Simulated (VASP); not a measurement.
Wanted: the native input for a VASP 6.6.1 run.

| Item | Value |
| --- | --- |
| Task | single point |
| Functional | PBE |
| Potentials or basis | VASP PAW PBE potentials, release 64 (Mg) |
| Cutoff | 520 eV |
| k mesh | 18 × 18 × 10 |
| Occupations | gaussian, width 0.15 eV |
| Spin | no spin polarisation |
| Dipole correction | no |
| Further INCAR settings | ALGO = Fast; EDIFF = 1e-07; NBANDS = 9 |

The structure of Mg lies in POSCAR:

```
Mg
1.0
    3.2092715325      0.0000000000      0.0000000000
   -1.6046357662      2.7793106748      0.0000000000
    0.0000000000      0.0000000000      5.2103300000
Mg
2
Direct
    0.3441792904      0.8285773174      0.2500000000
    0.6666666667      0.3333333333      0.7500000000
```

This cell differs from its parent crystal: atom 1 (Mg) moved by (-0.225, +0.450) A along x and y.

One way to write it, as run:

INCAR

```
SYSTEM = Mg
PREC = Accurate
ENCUT = 520
EDIFF = 1E-7
ISMEAR = 0
SIGMA = 0.15
LREAL = .False.
LASPH = .True.
NELM = 100
ALGO = Fast
ISIF = 2
LWAVE = .False.
LCHARG = .False.
GGA = PE
NBANDS = 9
```

KPOINTS

```
regular mesh
0
Gamma
  18 18 10
  0 0 0
```

Potentials or basis: VASP PAW PBE potentials, release 64 (Mg).

The run is started by

```sh
$ cat potpaw_PBE.64/Mg/POTCAR > POTCAR
$ mpirun -np 1 vasp_std > vasp.out
```

Results of the run:

The pressure is 0.0 GPa, the largest force is 0.361 eV/Å and the band gap on the k mesh is zero (bands 2 and 3 overlap by 2.23 eV).

Caveat: the cell differs from its parent crystal (atom 1 (Mg) moved by (-0.225, +0.450) A along x and y).

Run time: 82 s on 1 thread of Intel(R) Xeon(R) 6975P-C (Granite Rapids) (shared host), peak memory 0.48 GiB.
